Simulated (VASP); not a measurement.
Input of a VASP 6.6.1 run:

INCAR

```
PREC = Accurate ; ENCUT = 750
EDIFF = 1E-7 ; ISMEAR = 0
SIGMA = 0.01 ; LREAL = F
LASPH = T ; NELM = 120
ALGO = Normal ; ISIF = 3
LWAVE = F ; LCHARG = F
IBRION = 2 ; NSW = 80
EDIFFG = -0.05 ; PSTRESS = 100.0
GGA_COMPAT = F ; NELMIN = 4
```

File KPOINTS:

```
Automatic mesh
0
Gamma
  4 4 4
```

Contents of POSCAR:

```
LiH
1.0
    0.0000000000      2.0367500000      2.0367500000
    2.0367500000      0.0000000000      2.0367500000
    2.0367500000      2.0367500000      0.0000000000
Li H
1 1
Direct
    0.0000000000      0.0000000000      0.0000000000
    0.5000000000      0.5000000000      0.5000000000
```

Potentials or basis: VASP PAW LDA potentials, release 64 (Li_sv, H).

Launch:

```bash
$ cat potpaw_LDA.64/Li_sv/POTCAR potpaw_LDA.64/H/POTCAR > POTCAR
$ mpirun -np 1 vasp_std > vasp.out
```

What does it give for the relaxed cell?

a = 2.606 Å, b = 2.606 Å, c = 2.606 Å, α = 60.00°, β = 60.00°, γ = 60.00°.

Estimate the space group after relaxing (to 0.1 Å).

Fm-3m (No. 225).

What does it give for the relaxed volume?

6.26 Å³/atom.

Predict the band gap on the k mesh.

2.29 eV.

Final structure:
```
Li H
1.0
     0.00000    1.84307    1.84307
     1.84307    0.00000    1.84307
     1.84307    1.84307    0.00000
Li H
1 1
Direct
  0.00000 0.00000 0.00000
  0.50000 0.50000 0.50000
```

Caveat: the k points lie up to 0.74 Å⁻¹ apart in the final cell; the cell is relaxed towards a set pressure, so the run minimises the enthalpy, not the energy; the volume moved by over 15 % at a fixed basis, so the end points are rough. Zero-point motion and thermal expansion aren't in these numbers.
